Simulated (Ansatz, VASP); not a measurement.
**One calculation of Ir, two programs**

Contents of INCAR:

```
PREC = Accurate
ENCUT = 600
EDIFF = 1E-7
ISMEAR = 0
SIGMA = 0.1
LREAL = F
LASPH = T
NELM = 100
ALGO = Fast
ISIF = 3
LWAVE = F
LCHARG = F
GGA = PS
IBRION = 2
NSW = 100
EDIFFG = -0.01
```

KPOINTS

```
Automatic mesh
0
Gamma
  24 24 22
```

POSCAR

```
Ir
1.0
    2.6251431509      0.0000000000      0.0000000000
   -1.3125715754      2.2734406572      0.0000000000
    0.0000000000      0.0000000000      2.5664953775
Ir
1
Direct
    0.0000000000      0.0000000000      0.0000000000
```

Input for Ansatz:

```yaml
crystal:
  lattice:
    - [2.6251431509, 0.0, 0.0]
    - [-1.3125715754, 2.2734406572, 0.0]
    - [0.0, 0.0, 2.5664953775]
  atoms:
    - { symbol: Ir, position: [0.0, 0.0, 0.0] }
basis:
  ecutwfc: 420
kpoints:
  mp_grid: { grid: [24, 24, 22] }
hamiltonian:
  xc: pbesol
scf:
  occupations: { method: gaussian, width: 0.1 }
output:
  forces: true
  stress: true
  eigenvalues: true
relax:
  adjacent_minimum: "off"
  f_tol: 0.01
  max_steps: 80
  cell: { stress_tol: 0.05 }
```

Alike in both runs: task relaxation of cell and atoms; functional PBEsol; k mesh 24 × 24 × 22; occupations gaussian, width 0.1 eV; no spin polarisation.

|  | VASP | Ansatz |
| --- | --- | --- |
| version | VASP 6.6.1 | Ansatz 0.2.0 |
| potentials or method | VASP PAW PBE potentials, release 64 (Ir), cutoff 600 eV | scalar-relativistic, plane waves, PAW |
| valence electrons in the cell | 9 | 17 |

|  | VASP | Ansatz | Ansatz less VASP |
| --- | --- | --- | --- |
| gap on the k mesh at the Fermi level, each at its own relaxed structure (eV) | none | none | - |
| relaxed volume (Å³/atom) | 15.39 | 15.36 | -0.034 |
| relaxed cell length with the largest relative difference (Å) | 2.631 | 2.629 | -0.0022 |

VASP's potentials were made for PBE, not for PBEsol. A gap of «none» marks a metal or a gap that the smearing closes. VASP's potentials hold 9 valence electrons a cell and Ansatz's 17, so a difference there can come from the potentials and not from the codes.

Spin-orbit coupling is off throughout.
